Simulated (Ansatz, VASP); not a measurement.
# HfN in VASP and in Ansatz

Contents of INCAR:

```
PREC = Accurate ; ENCUT = 520
EDIFF = 1E-7 ; ISMEAR = 0
SIGMA = 0.15 ; LREAL = F
LASPH = T ; NELM = 60
ALGO = Normal ; ISIF = 2
LWAVE = F ; LCHARG = F
GGA = PE ; NBANDS = 14
```

The input KPOINTS:

```
regular mesh
0
Gamma
  16 16 16
```

Contents of POSCAR:

```
HfN
1.0
    0.0000000000      2.1676269257      2.2738140414
    2.2738140414      0.0000000000      2.2738140414
    2.2738140414      2.1676269257      0.0000000000
Hf N
1 1
Direct
    0.0016738745     -0.0016738745      0.0016738745
    0.4786701994      0.5213298006      0.4786701994
```

Input for Ansatz:

```yaml
crystal:
  lattice:
    - [0.0, 2.1676269257, 2.2738140414]
    - [2.2738140414, 0.0, 2.2738140414]
    - [2.2738140414, 2.1676269257, 0.0]
  atoms:
    - { symbol: Hf, position: [0.0016738745, -0.0016738745, 0.0016738745] }
    - { symbol: "N", position: [0.4786701994, 0.5213298006, 0.4786701994] }
basis:
  ecutwfc: 520.0
kpoints:
  mp_grid: { grid: [16, 16, 16] }
hamiltonian:
  xc: pbe
  pseudopotentials: { kind: paw, azcp: { folder: soft_1 } }
scf:
  occupations: { method: gaussian, width: 0.15 }
output:
  forces: true
  stress: true
  eigenvalues: true
```

Change from the starting cell: mode 5 frozen in at -0.097 Å, normal strain along y -0.0467.

Alike in both runs: task single point; functional PBE; k mesh 16 × 16 × 16; occupations gaussian, width 0.15 eV; no spin polarisation.

```csv
,VASP,Ansatz
version,VASP 6.6.1,Ansatz 0.2.0
potentials or method,"VASP PAW PBE potentials, release 64 (Hf_pv, N), cutoff 520 eV","scalar-relativistic, plane waves, PAW"
valence electrons in the cell,15,31
```

```tsv
	VASP	Ansatz	Ansatz less VASP
gap on the k mesh at the Fermi level (eV)	none	none	-
pressure (GPa)	15.2	17.5	+2.33
traceless stress, the component that is largest in VASP (GPa)	23.20	23.26	+0.053
rms of the force components (eV/Å)	1.074	1.070	-0.0040
```

Atom by atom the forces differ by 0.004 eV/Å (rms over components). A gap of «none» marks a metal or a gap that the smearing closes. VASP's potentials hold 15 valence electrons a cell and Ansatz's 31, so a difference there can come from the potentials and not from the codes.

Neither program's run includes spin-orbit coupling.
